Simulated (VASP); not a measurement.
# Ge (P6_3/mmc) in VASP: a series of runs

The runs below take Ge through single point, with r2SCAN, LDA.

Everything below comes from runs of VASP 6.6.1. Logs are shortened: lines on timing, memory, paths and dates and some standing lists are left out, and cuts for length are marked.

## (1) The cell of the first run

Symmetry: P6_3/mmc, No. 194, hexagonal system. The conventional cell has a = 3.998 Å, b = 3.998 Å, c = 6.599 Å, α = 90.00°, β = 90.00°, γ = 120.00°. Ge (site symmetry 3m) has 4 Ge at 2.45 to 2.47 Å within 3.2 Å.

## (2) Single point, r2SCAN

Input file POSCAR:

```
Ge
1.0
    3.9975858431      0.0000000000      0.0000000000
   -1.9987929216      3.4620108940      0.0000000000
    0.0000000000      0.0000000000      6.5993779500
Ge
4
Direct
    0.3333333333      0.6666666667      0.9370987500
    0.6666666667      0.3333333333      0.4370987500
    0.3333333333      0.6666666667      0.5629012500
    0.6666666667      0.3333333333      0.0629012500
```

Input file INCAR.step1:

```
SYSTEM = Ge
ALGO = Normal
EDIFF = 1E-4
ENCUT = 520
GGA = PE
ISMEAR = -1
LASPH = .True.
LCHARG = .False.
LREAL = .False.
LWAVE = .True.
NBANDS = 36
NELM = 80
PREC = Accurate
SIGMA = 0.05
```

Input file INCAR.step2:

```
SYSTEM = Ge
ALGO = Normal
EDIFF = 1E-6
ENCUT = 520
ISIF = 2
ISMEAR = -1
ISTART = 1
LASPH = .True.
LCHARG = .False.
LMIXTAU = .True.
LREAL = .False.
LWAVE = .False.
METAGGA = R2SCAN
NBANDS = 36
NELM = 80
PREC = Accurate
SIGMA = 0.05
```

Input file KPOINTS:

```
k-points
0
Gamma
  8 8 4
  0 0 0
```

Potentials or basis: VASP PAW PBE potentials, release 64 (Ge_d).

Started as:

```bash
> cat potpaw_PBE.64/Ge_d/POTCAR > POTCAR
> cp INCAR.step1 INCAR
> mpirun -np 1 vasp_std > vasp.out
> cp INCAR.step2 INCAR
> mpirun -np 1 vasp_std > vasp.out
```

OUTCAR:

```text
SYSTEM = Ge
   EDIFF = 1E-6
   ENCUT = 520
   ISIF = 2
   ISMEAR = -1
   ISTART = 1
   LASPH = .True.
   LREAL = .False.
   METAGGA = R2SCAN
   NELM = 80
   PREC = Accurate

 ion  position               nearest neighbor table
   1  0.333  0.667  0.937-   4 2.45   4 2.45   4 2.45   3 2.47
   2  0.667  0.333  0.437-   3 2.45   3 2.45   3 2.45   4 2.47
   3  0.333  0.667  0.563-   2 2.45   2 2.45   2 2.45   1 2.47
   4  0.667  0.333  0.063-   1 2.45   1 2.45   1 2.45   2 2.47

  LATTYP: Found a hexagonal cell.
 ALAT       =     3.9975858431
 C/A-ratio  =     1.6508408347

  Lattice vectors:

 A1 = (   3.9975858431,   0.0000000000,   0.0000000000)
 A2 = (  -1.9987929216,   3.4620108940,   0.0000000000)
 A3 = (   0.0000000000,   0.0000000000,   6.5993779500)

Analysis of symmetry for initial positions (statically):
=====================================================================
 Subroutine PRICEL returns:
 Original cell was already a primitive cell.

 Routine SETGRP: Setting up the symmetry group for a
 hexagonal supercell.

 Subroutine GETGRP returns: Found 24 space group operations
 (whereof 12 operations were pure point group operations)
 out of a pool of 24 trial point group operations.

The static configuration has the point symmetry D_3d.
 The point group associated with its full space group is D_6h.

Analysis of symmetry for dynamics (positions and initial velocities):
=====================================================================
 Subroutine PRICEL returns:
 Original cell was already a primitive cell.

 Routine SETGRP: Setting up the symmetry group for a
 hexagonal supercell.

 Subroutine GETGRP returns: Found 24 space group operations
 (whereof 12 operations were pure point group operations)
 out of a pool of 24 trial point group operations.

The dynamic configuration has the point symmetry D_3d.
 The point group associated with its full space group is D_6h.

 Subroutine INISYM returns: Found 24 space group operations
 (whereof 12 operations are pure point group operations),
 and found     1 'primitive' translations

----------------------------------------------------------------------------------------

                                     Primitive cell

  volume of cell :      91.3333

  direct lattice vectors                    reciprocal lattice vectors
     3.997585843  0.000000000  0.000000000     0.250150976  0.144424733  0.000000000
    -1.998792922  3.462010894  0.000000000     0.000000000  0.288849467  0.000000000
     0.000000000  0.000000000  6.599377950     0.000000000  0.000000000  0.151529433

  length of vectors
     3.997585843  3.997585843  6.599377950     0.288849467  0.288849467  0.151529433

  position of ions in fractional coordinates (direct lattice)
     0.333333333  0.666666667  0.937098750
     0.666666667  0.333333333  0.437098750
     0.333333333  0.666666667  0.562901250
     0.666666667  0.333333333  0.062901250

  ion indices of the primitive-cell ions
   primitive index   ion index
                 1           1
                 2           2
                 3           3
                 4           4

----------------------------------------------------------------------------------------

 KPOINTS: k-points

Automatic generation of k-mesh.
 Grid dimensions read from file:
 generate k-points for:    8    8    4

 Generating k-lattice:

  Cartesian coordinates                     Fractional coordinates (reciprocal lattice)
     0.031268872  0.018053092  0.000000000     0.125000000 -0.000000000  0.000000000
     0.000000000  0.036106183  0.000000000     0.000000000  0.125000000  0.000000000
     0.000000000  0.000000000  0.037882358     0.000000000  0.000000000  0.250000000

  Length of vectors
     0.036106183  0.036106183  0.037882358

  Shift w.r.t. Gamma in fractional coordinates (k-lattice)
     0.000000000  0.000000000  0.000000000

 Subroutine IBZKPT returns following result:
 ===========================================

 Found     30 irreducible k-points:

 Following reciprocal coordinates:
            Coordinates               Weight
  0.000000  0.000000  0.000000      1.000000
  0.125000  0.000000  0.000000      6.000000
  0.250000  0.000000  0.000000      6.000000
  0.375000  0.000000  0.000000      6.000000
  0.500000  0.000000  0.000000      3.000000
  0.125000  0.125000  0.000000      6.000000
[... 16 lines left out ...]
  0.250000  0.000000  0.500000      6.000000
  0.375000  0.000000  0.500000      6.000000
 [... further k-points ...]
   k-points           NKPTS =     30   k-points in BZ     NKDIM =     30   number of bands    NBANDS=     36
   number of dos      NEDOS =    301   number of ions     NIONS =      4
   total plane-waves  NPLWV =  45000
   dimension x,y,z NGX =    30 NGY =   30 NGZ =   50
   dimension x,y,z NGXF=    60 NGYF=   60 NGZF=  100
   ions per type =               4
   NGX,Y,Z   is equivalent  to a cutoff of  12.48, 12.48, 12.60 a.u.
   NGXF,Y,Z  is equivalent  to a cutoff of  24.95, 24.95, 25.19 a.u.
 SYSTEM =  Ge
   PREC   = accura    normal or accurate (medium, high low for compatibility)
   ISTART =      1    job   : 0-new  1-cont  2-samecut
   ICHARG =      0    charge: 1-file 2-atom 10-const
   ISPIN  =      1    spin polarized calculation?
   LNONCOLLINEAR =      F non collinear calculations
   LSORBIT =      F    spin-orbit coupling
   LASPH  =      T    aspherical Exc in radial PAW
   ENCUT  =  520.0 eV  38.22 Ry    6.18 a.u.   7.43  7.43 12.27*2*pi/ulx,y,z
   NELM   =     80;   NELMIN=  2; NELMDL=  0     # of ELM steps
   EDIFF  = 0.1E-05   stopping-criterion for ELM
   LREAL  =      F    real-space projection
   EDIFFG = 0.1E-04   stopping-criterion for IOM
   NSW    =      0    number of steps for IOM
   IBRION =     -1    ionic relax: 0-MD 1-quasi-New 2-CG
   NFREE  =      0    steps in history (QN), initial steepest desc. (CG)
   ISIF   =      2    stress and relaxation
   ISYM   =      2    0-nonsym 1-usesym 2-fastsym
   POTIM  = 0.5000    time-step for ionic-motion
   TEBEG  =    0.0;   TEEND  =   0.0 temperature during run
   PSTRESS=    0.0 pullay stress
   NELECT =      56.0000    total number of electrons
   NUPDOWN=      -1.0000    fix difference up-down
   EMIN   =  10.00;   EMAX   =-10.00  energy-range for DOS
   EFERMI =   0.00;   METHOD = LEGACY
   ISMEAR =    -1;   SIGMA  =   0.05  broadening in eV -4-tet -1-fermi 0-gaus
   EFERMI_NEDOS =   21; number of points for ismear=-14 and -15
   IALGO  =     38    algorithm
   IMIX   =      4    mixing-type and parameters
     AMIX     =   0.40;   BMIX     =  1.00
     AMIX_MAG =   1.60;   BMIX_MAG =  1.00
  volume/ion in A,a.u.               =      22.83       154.09
  Fermi-wavevector in a.u.,A,eV,Ry     =   1.390789  2.628209 26.317650  1.934293
  Thomas-Fermi vector in A             =   2.514690
   LORBIT       =      0    0 simple, 1 ext, 2 COOP (PROOUT), +10 PAW based schemes
   METAGGA = R2SCAN    functional components
   LHFCALC =     F    Hartree Fock is set to
   AEXX    =    0.0000 exact exchange contribution
   IVDW    =     0    specifies the selected vdW correction
   LEPSILON=     F    determine dielectric tensor
   LRPA    =     F    only Hartree local field effects (RPA)
 non-spin polarized calculation
  energy-cutoff  :      520.00
  volume of cell :       91.33
 maximum number of plane-waves:      2491
 NGX is ok and might be reduce to    30
   NGX = 15   NGY = 15   NGZ = 25

 number of electron      56.0000054 magnetization

 Free energy of the ion-electron system (eV)
  ---------------------------------------------------
  ext. energy  EPLUGINS =         0.00000000
  ---------------------------------------------------
  free energy    TOTEN  =       -55.41197408 eV

  energy without entropy =      -55.41114903  energy(sigma->0) =      -55.41156155

 E-fermi :   4.9499     XC(G=0): -10.7696

 val. band max:        4.8948370861   @ k =   0.0000   0.0000   0.0000
 cond. band min:       4.9598410772   @ k =   0.0000   0.0000   0.0000
 fundamental gap:      0.0650039911
 Fermi energy:         4.9498639020

 k-point     1 :       0.0000    0.0000    0.0000
  band No.  band energies     occupation
      1     -20.8027      2.00000
      2     -20.8027      2.00000
      3     -20.7634      2.00000
      4     -20.7625      2.00000
      5     -20.7625      2.00000
      6     -20.7501      2.00000
[... 28 lines left out ...]
     35       9.5952      0.00000
     36      11.4756      0.00000

 k-point     2 :       0.1250    0.0000    0.0000
  band No.  band energies     occupation
      1     -20.8120      2.00000
      2     -20.8058      2.00000
      3     -20.7725      2.00000
      4     -20.7678      2.00000
      5     -20.7623      2.00000
      6     -20.7388      2.00000
[... 28 lines left out ...]
     35      10.2973      0.00000
     36      11.3750      0.00000

 k-point     3 :       0.2500    0.0000    0.0000
  band No.  band energies     occupation
      1     -20.8218      2.00000
      2     -20.8102      2.00000
      3     -20.7868      2.00000
      4     -20.7767      2.00000
      5     -20.7578      2.00000
      6     -20.7265      2.00000
[... 28 lines left out ...]
     35      11.6072      0.00000
     36      11.9388      0.00000

 k-point     4 :       0.3750    0.0000    0.0000
  band No.  band energies     occupation
      1     -20.8221      2.00000
      2     -20.8120      2.00000
      3     -20.8003      2.00000
      4     -20.7825      2.00000
      5     -20.7459      2.00000
      6     -20.7199      2.00000
[... 28 lines left out ...]
     35      12.3543      0.00000
     36      12.9430      0.00000

 k-point     5 :       0.5000    0.0000    0.0000
  band No.  band energies     occupation
      1     -20.8172      2.00000
      2     -20.8121      2.00000
      3     -20.8092      2.00000
      4     -20.7843      2.00000
      5     -20.7368      2.00000
      6     -20.7181      2.00000
[... 655 lines left out ...]
 k-point    22 :       0.1250    0.0000    0.5000
  band No.  band energies     occupation
      1     -20.7915      2.00000
      2     -20.7915      2.00000
      3     -20.7899      2.00000
      4     -20.7899      2.00000
      5     -20.7529      2.00000
      6     -20.7529      2.00000
[... 28 lines left out ...]
     35      10.4960      0.00000
     36      10.4960      0.00000

 k-point    23 :       0.2500    0.0000    0.5000
  band No.  band energies     occupation
      1     -20.7968      2.00000
      2     -20.7968      2.00000
      3     -20.7956      2.00000
      4     -20.7956      2.00000
      5     -20.7495      2.00000
      6     -20.7495      2.00000
[... 28 lines left out ...]
     35      10.8877      0.00000
     36      10.8877      0.00000

 k-point    24 :       0.3750    0.0000    0.5000
  band No.  band energies     occupation
      1     -20.7988      2.00000
      2     -20.7988      2.00000
      3     -20.7968      2.00000
      4     -20.7968      2.00000
      5     -20.7442      2.00000
      6     -20.7442      2.00000
[... 28 lines left out ...]
     35      12.7276      0.00000
     36      12.7276      0.00000

 [... further k-points ...]
[... 5 lines left out ...]
  --------------------------------------------------------------------------------------
  -------------------------------------------------------------------------------------
  Total        0.0074266      0.0074266     -0.0143647     -0.0000000      0.0000000      0.0000000
  in kB        0.1302779      0.1302779     -0.2519873     -0.0000000      0.0000000      0.0000000
  external PRESSURE =       0.0028561 kB  Pullay stress =       0.0000000 kB

 VOLUME and BASIS-vectors are now :
 -----------------------------------------------------------------------------
  energy-cutoff  :      520.00
  volume of cell :       91.33
      direct lattice vectors                 reciprocal lattice vectors
     3.997585843  0.000000000  0.000000000     0.250150976  0.144424733  0.000000000
    -1.998792922  3.462010894  0.000000000     0.000000000  0.288849467  0.000000000
     0.000000000  0.000000000  6.599377950     0.000000000  0.000000000  0.151529433

 POSITION                                       TOTAL-FORCE (eV/Angst)
 -----------------------------------------------------------------------------------
     -0.00000      2.30801      6.18427         0.000000     -0.000000     -0.010760
      1.99879      1.15400      2.88458         0.000000     -0.000000     -0.010760
     -0.00000      2.30801      3.71480        -0.000000      0.000000      0.010760
      1.99879      1.15400      0.41511         0.000000      0.000000      0.010760
 -----------------------------------------------------------------------------------
    total drift:                               -0.000000      0.000000     -0.000000

  FREE ENERGIE OF THE ION-ELECTRON SYSTEM (eV)
  ---------------------------------------------------
  free  energy   TOTEN  =       -55.4119740754 eV

  energy  without entropy=      -55.4111490282  energy(sigma->0) =      -55.41156155
```

Wall time 4.9 min (1 thread of Intel Xeon Platinum 8259CL at 2.50GHz (Skylake/Cascade Lake), shared host); peak memory 0.24 GiB.

Results:

```yaml
Free_energy: -55.4120 eV
Pressure: 0.0 GPa
Largest_force: 0.011 eV/Å
Band_gap_on_the_k_mesh: 0.07 eV, direct
```

Forces in eV/Å, atoms in the order of the input:
```
Ge   0.000  0.000 -0.011
Ge   0.000  0.000 -0.011
Ge   0.000  0.000  0.011
Ge   0.000  0.000  0.011
```

Caveat: the PAW data sets were made with another functional, which shifts forces and pressure a little.

(Continued in part 2 of 2.)
